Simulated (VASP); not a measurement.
# Co (Im-3m) in VASP: single point with PBEsol

Aim: the single point of Co with PBEsol.

All numbers are computed with VASP 6.6.1; they aren't measurements. Logs are shortened: lines on timing, memory, paths and dates and some standing lists are left out, and cuts for length are marked.

**1. The cell of the first run**

The structure is cubic, space group Im-3m (No. 229). The conventional cell has a = 3.092 Å, b = 3.092 Å, c = 3.092 Å, α = 90.00°, β = 90.00°, γ = 90.00°. Within 3.5 Å of Co (site symmetry m-3m) lie 14 Co at 2.68 to 3.09 Å.

**2. Single point, PBEsol, collinear spin, ferromagnetic start (Zn replaced by Co, lengths x 1.020, strained)**

Contents of INCAR:

```
SYSTEM = Co
ALGO = Normal
EDIFF = 1E-6
ENCUT = 520
GGA = PS
ISIF = 2
ISMEAR = 0
ISPIN = 2
LASPH = .TRUE.
LCHARG = .FALSE.
LMAXMIX = 4
LORBIT = 11
LREAL = .FALSE.
LWAVE = .FALSE.
MAGMOM = 2.1
NBANDS = 14
NELM = 150
PREC = Accurate
SIGMA = 0.1
```

Contents of KPOINTS:

```
k-points
0
G
  18 18 18
  0 0 0
```

Contents of POSCAR:

```
Co
1.0
   -1.5460345575      1.5460345575      1.5460345575
    1.5460345575     -1.5460345575      1.5460345575
    1.5460345575      1.5460345575     -1.5460345575
Co
1
Direct
    0.0000000000      0.0000000000      0.0000000000
```

Potentials or basis: VASP PAW PBE potentials, release 64 (Co).

The run is started by

```console
$ cat potpaw_PBE.64/Co/POTCAR > POTCAR
$ mpirun -np 1 vasp_std > vasp.out
```

OUTCAR:

```text
SYSTEM = Co
   EDIFF = 1E-6
   ENCUT = 520
   GGA = PS
   ISIF = 2
   ISMEAR = 0
   ISPIN = 2
   LASPH = .TRUE.
   LORBIT = 11
   LREAL = .FALSE.
   NELM = 150
   PREC = Accurate

 ion  position               nearest neighbor table
   1  0.000  0.000  0.000-

  LATTYP: Found a body centered cubic cell.
 ALAT       =     3.0920691150

  Lattice vectors:

 A1 = (  -1.5460345575,   1.5460345575,   1.5460345575)
 A2 = (   1.5460345575,  -1.5460345575,   1.5460345575)
 A3 = (   1.5460345575,   1.5460345575,  -1.5460345575)

Analysis of symmetry for initial positions (statically):
=====================================================================
 Subroutine PRICEL returns:
 Original cell was already a primitive cell.

 Routine SETGRP: Setting up the symmetry group for a
 body centered cubic supercell.

 Subroutine GETGRP returns: Found 48 space group operations
 (whereof 48 operations were pure point group operations)
 out of a pool of 48 trial point group operations.

The static configuration has the point symmetry O_h .

Analysis of symmetry for dynamics (positions and initial velocities):
=====================================================================
 Subroutine PRICEL returns:
 Original cell was already a primitive cell.

 Routine SETGRP: Setting up the symmetry group for a
 body centered cubic supercell.

 Subroutine GETGRP returns: Found 48 space group operations
 (whereof 48 operations were pure point group operations)
 out of a pool of 48 trial point group operations.

The dynamic configuration has the point symmetry O_h .

Analysis of structural, dynamic, and magnetic symmetry:
=====================================================================
 Subroutine PRICEL returns:
 Original cell was already a primitive cell.

 Routine SETGRP: Setting up the symmetry group for a
 body centered cubic supercell.

 Subroutine GETGRP returns: Found 48 space group operations
 (whereof 48 operations were pure point group operations)
 out of a pool of 48 trial point group operations.

The overall configuration has the point symmetry O_h .

 Subroutine INISYM returns: Found 48 space group operations
 (whereof 48 operations are pure point group operations),
 and found     1 'primitive' translations

----------------------------------------------------------------------------------------

                                     Primitive cell

  volume of cell :      14.7815

  direct lattice vectors                    reciprocal lattice vectors
    -1.546034558  1.546034558  1.546034558     0.000000000  0.323408036  0.323408036
     1.546034558 -1.546034558  1.546034558     0.323408036  0.000000000  0.323408036
     1.546034558  1.546034558 -1.546034558     0.323408036  0.323408036  0.000000000

  length of vectors
     2.677810404  2.677810404  2.677810404     0.457368031  0.457368031  0.457368031

  position of ions in fractional coordinates (direct lattice)
     0.000000000  0.000000000  0.000000000

  ion indices of the primitive-cell ions
   primitive index   ion index
                 1           1

----------------------------------------------------------------------------------------

 KPOINTS: k-points

Automatic generation of k-mesh.
 Grid dimensions read from file:
 generate k-points for:   18   18   18

 Generating k-lattice:

  Cartesian coordinates                     Fractional coordinates (reciprocal lattice)
     0.000000000  0.017967113  0.017967113     0.055555556  0.000000000  0.000000000
     0.017967113  0.000000000  0.017967113     0.000000000  0.055555556  0.000000000
     0.017967113  0.017967113  0.000000000     0.000000000  0.000000000  0.055555556

  Length of vectors
     0.025409335  0.025409335  0.025409335

  Shift w.r.t. Gamma in fractional coordinates (k-lattice)
     0.000000000  0.000000000  0.000000000

 Subroutine IBZKPT returns following result:
 ===========================================

 Found    195 irreducible k-points:

 Following reciprocal coordinates:
            Coordinates               Weight
  0.000000  0.000000  0.000000      1.000000
  0.055556  0.000000  0.000000     12.000000
  0.111111  0.000000  0.000000     12.000000
  0.166667  0.000000  0.000000     12.000000
  0.222222  0.000000  0.000000     12.000000
  0.277778  0.000000  0.000000     12.000000
[... 16 lines left out ...]
  0.333333  0.111111  0.000000     48.000000
  0.388889  0.111111  0.000000     48.000000
 [... further k-points ...]
   k-points           NKPTS =    195   k-points in BZ     NKDIM =    195   number of bands    NBANDS=     14
   number of dos      NEDOS =    301   number of ions     NIONS =      1
   total plane-waves  NPLWV =   8000
   dimension x,y,z NGX =    20 NGY =   20 NGZ =   20
   dimension x,y,z NGXF=    40 NGYF=   40 NGZF=   40
   ions per type =               1
   NGX,Y,Z   is equivalent  to a cutoff of  12.42, 12.42, 12.42 a.u.
   NGXF,Y,Z  is equivalent  to a cutoff of  24.83, 24.83, 24.83 a.u.
 SYSTEM =  Co
   PREC   = accura    normal or accurate (medium, high low for compatibility)
   ISTART =      0    job   : 0-new  1-cont  2-samecut
   ICHARG =      2    charge: 1-file 2-atom 10-const
   ISPIN  =      2    spin polarized calculation?
   LNONCOLLINEAR =      F non collinear calculations
   LSORBIT =      F    spin-orbit coupling
   LASPH  =      T    aspherical Exc in radial PAW
   ENCUT  =  520.0 eV  38.22 Ry    6.18 a.u.   4.98  4.98  4.98*2*pi/ulx,y,z
   NELM   =    150;   NELMIN=  2; NELMDL= -5     # of ELM steps
   EDIFF  = 0.1E-05   stopping-criterion for ELM
   LREAL  =      F    real-space projection
   EDIFFG = 0.1E-04   stopping-criterion for IOM
   NSW    =      0    number of steps for IOM
   IBRION =     -1    ionic relax: 0-MD 1-quasi-New 2-CG
   NFREE  =      0    steps in history (QN), initial steepest desc. (CG)
   ISIF   =      2    stress and relaxation
   ISYM   =      2    0-nonsym 1-usesym 2-fastsym
   POTIM  = 0.5000    time-step for ionic-motion
   TEBEG  =    0.0;   TEEND  =   0.0 temperature during run
   PSTRESS=    0.0 pullay stress
   NELECT =       9.0000    total number of electrons
   NUPDOWN=      -1.0000    fix difference up-down
   EMIN   =  10.00;   EMAX   =-10.00  energy-range for DOS
   EFERMI =   0.00;   METHOD = LEGACY
   ISMEAR =     0;   SIGMA  =   0.10  broadening in eV -4-tet -1-fermi 0-gaus
   EFERMI_NEDOS =   21; number of points for ismear=-14 and -15
   IALGO  =     38    algorithm
   IMIX   =      4    mixing-type and parameters
     AMIX     =   0.40;   BMIX     =  1.00
     AMIX_MAG =   1.60;   BMIX_MAG =  1.00
  volume/ion in A,a.u.               =      14.78        99.75
  Fermi-wavevector in a.u.,A,eV,Ry     =   1.387554  2.622096 26.195369  1.925305
  Thomas-Fermi vector in A             =   2.511764
   LORBIT       =     11    0 simple, 1 ext, 2 COOP (PROOUT), +10 PAW based schemes
   GGA     = PS    functional components
   LHFCALC =     F    Hartree Fock is set to
   AEXX    =    0.0000 exact exchange contribution
   IVDW    =     0    specifies the selected vdW correction
   LEPSILON=     F    determine dielectric tensor
   LRPA    =     F    only Hartree local field effects (RPA)
 spin polarized calculation
 Gauss-broadening in eV      SIGMA  =   0.10
  energy-cutoff  :      520.00
  volume of cell :       14.78
 maximum number of plane-waves:       418
   NGX =  9   NGY =  9   NGZ =  9

 number of electron       9.0000008 magnetization       1.8886317

 Free energy of the ion-electron system (eV)
  ---------------------------------------------------
  ext. energy  EPLUGINS =         0.00000000
  ---------------------------------------------------
  free energy    TOTEN  =        -6.98758256 eV

  energy without entropy =       -6.97867748  energy(sigma->0) =       -6.98313002

 E-fermi :   6.6335     XC(G=0): -11.8548

 val. band max:        6.6305379979   @ k =  -0.3333   0.3889   0.0556
 cond. band min:       6.6350295075   @ k =  -0.3333   0.5000   0.0556
 fundamental gap:      0.0044915096
 Fermi energy:         6.6334946473

 spin component 1

 k-point     1 :       0.0000    0.0000    0.0000
  band No.  band energies     occupation
      1      -0.9494      1.00000
      2       3.9513      1.00000
      3       3.9513      1.00000
      4       3.9513      1.00000
      5       4.5317      1.00000
      6       4.5317      1.00000
      7      28.8969      0.00000
      8      28.8969      0.00000
      9      28.8969      0.00000
     10      31.4812      0.00000
     11      31.4812      0.00000
     12      31.4812      0.00000
     13      32.2848      0.00000
     14      32.2848      0.00000

 k-point     2 :       0.0556    0.0000    0.0000
  band No.  band energies     occupation
      1      -0.8460      1.00000
      2       3.9323      1.00000
      3       3.9512      1.00000
      4       3.9918      1.00000
      5       4.5136      1.00000
      6       4.5331      1.00000
      7      27.7247      0.00000
      8      28.6004      0.00000
      9      28.6449      0.00000
     10      30.3345      0.00000
     11      30.4485      0.00000
     12      30.6733      0.00000
     13      32.8266      0.00000
     14      33.5732      0.00000
[... 343 lines left out ...]
      1       2.4122      1.00000
      2       3.4314      1.00000
      3       4.1859      1.00000
      4       4.5762      1.00000
      5       4.8381      1.00000
      6       6.1026      1.00000
      7      13.4379      0.00000
      8      19.7409      0.00000
      9      22.5564      0.00000
     10      27.4172      0.00000
     11      30.7572      0.00000
     12      33.4557      0.00000
     13      38.4018      0.00000
     14      41.5802      0.00000

 k-point    24 :       0.3889    0.1111    0.0000
  band No.  band energies     occupation
      1       2.4824      1.00000
      2       3.3879      1.00000
      3       4.3495      1.00000
      4       4.5854      1.00000
      5       5.0498      1.00000
      6       6.9902      0.00000
      7      11.6723      0.00000
      8      19.3975      0.00000
      9      22.1822      0.00000
     10      27.2786      0.00000
     11      30.6699      0.00000
     12      34.3370      0.00000
     13      38.1041      0.00000
     14      41.5359      0.00000

 [... further k-points ...]

 spin component 2

 k-point     1 :       0.0000    0.0000    0.0000
  band No.  band energies     occupation
      1      -0.9003      1.00000
      2       5.6394      1.00000
      3       5.6394      1.00000
      4       5.6394      1.00000
      5       6.9240      0.00002
      6       6.9240      0.00002
      7      28.6385      0.00000
      8      28.6385      0.00000
      9      28.6385      0.00000
     10      32.1973      0.00000
     11      32.1973      0.00000
     12      32.1973      0.00000
     13      32.3586      0.00000
     14      32.3586      0.00000

 k-point     2 :       0.0556    0.0000    0.0000
  band No.  band energies     occupation
      1      -0.7967      1.00000
      2       5.6158      1.00000
      3       5.6367      1.00000
      4       5.6846      1.00000
      5       6.8996      0.00008
      6       6.9258      0.00002
      7      27.6398      0.00000
      8      28.4039      0.00000
      9      28.4475      0.00000
     10      30.9219      0.00000
     11      30.9623      0.00000
     12      31.0778      0.00000
     13      32.9291      0.00000
     14      33.8520      0.00000
[... 343 lines left out ...]
      1       3.2341      1.00000
      2       4.9907      1.00000
      3       5.5062      1.00000
      4       6.7430      0.06070
      5       7.0552      0.00000
      6       7.5994      0.00000
      7      14.0704      0.00000
      8      20.0516      0.00000
      9      22.7980      0.00000
     10      27.5951      0.00000
     11      31.0711      0.00000
     12      33.5939      0.00000
     13      38.5534      0.00000
     14      42.1002      0.00000

 k-point    24 :       0.3889    0.1111    0.0000
  band No.  band energies     occupation
      1       3.6007      1.00000
      2       4.9337      1.00000
      3       5.7998      1.00000
      4       6.7768      0.02136
      5       7.1001      0.00000
      6       8.0534      0.00000
      7      12.4874      0.00000
      8      19.7016      0.00000
      9      22.4049      0.00000
     10      27.4768      0.00000
     11      31.0009      0.00000
     12      34.3801      0.00000
     13      38.4606      0.00000
     14      41.7811      0.00000

 [... further k-points ...]
[... 5 lines left out ...]
  --------------------------------------------------------------------------------------
  -------------------------------------------------------------------------------------
  Total       -3.2346841     -3.2346841     -3.2346841      0.0000000      0.0000000     -0.0000000
  in kB     -350.6104602   -350.6104602   -350.6104602      0.0000000      0.0000000     -0.0000000
  external PRESSURE =    -350.6104602 kB  Pullay stress =       0.0000000 kB

 VOLUME and BASIS-vectors are now :
 -----------------------------------------------------------------------------
  energy-cutoff  :      520.00
  volume of cell :       14.78
      direct lattice vectors                 reciprocal lattice vectors
    -1.546034558  1.546034558  1.546034558     0.000000000  0.323408036  0.323408036
     1.546034558 -1.546034558  1.546034558     0.323408036  0.000000000  0.323408036
     1.546034558  1.546034558 -1.546034558     0.323408036  0.323408036  0.000000000

 POSITION                                       TOTAL-FORCE (eV/Angst)
 -----------------------------------------------------------------------------------
      0.00000      0.00000      0.00000        -0.000000      0.000000     -0.000000
 -----------------------------------------------------------------------------------
    total drift:                                0.000000     -0.000000      0.000000

  FREE ENERGIE OF THE ION-ELECTRON SYSTEM (eV)
  ---------------------------------------------------
  free  energy   TOTEN  =        -6.9875825567 eV

  energy  without entropy=       -6.9786774772  energy(sigma->0) =       -6.98313002

 total charge

# of ion       s       p       d       tot
------------------------------------------
    1        0.388   0.320   7.108   7.817

 magnetization (x)

# of ion       s       p       d       tot
------------------------------------------
    1       -0.002  -0.038   1.989   1.950
```

Wall time 46 s (1 thread of Intel Xeon 6975P-C, shared host); peak memory 0.18 GiB.

Results:

```
Free energy                                           : -6.9876 eV
Pressure                                              : -35.1 GPa
Net moment                                            : 1.89 μB per cell
Site moments                                          : Co +1.95 μB
Valence electrons inside the program's atomic spheres : Co 7.82
```

Caveat: the cell differs from its parent crystal (Zn replaced by Co, lengths x 1.020, strained); the PAW data sets were made with another functional, which shifts forces and pressure a little.
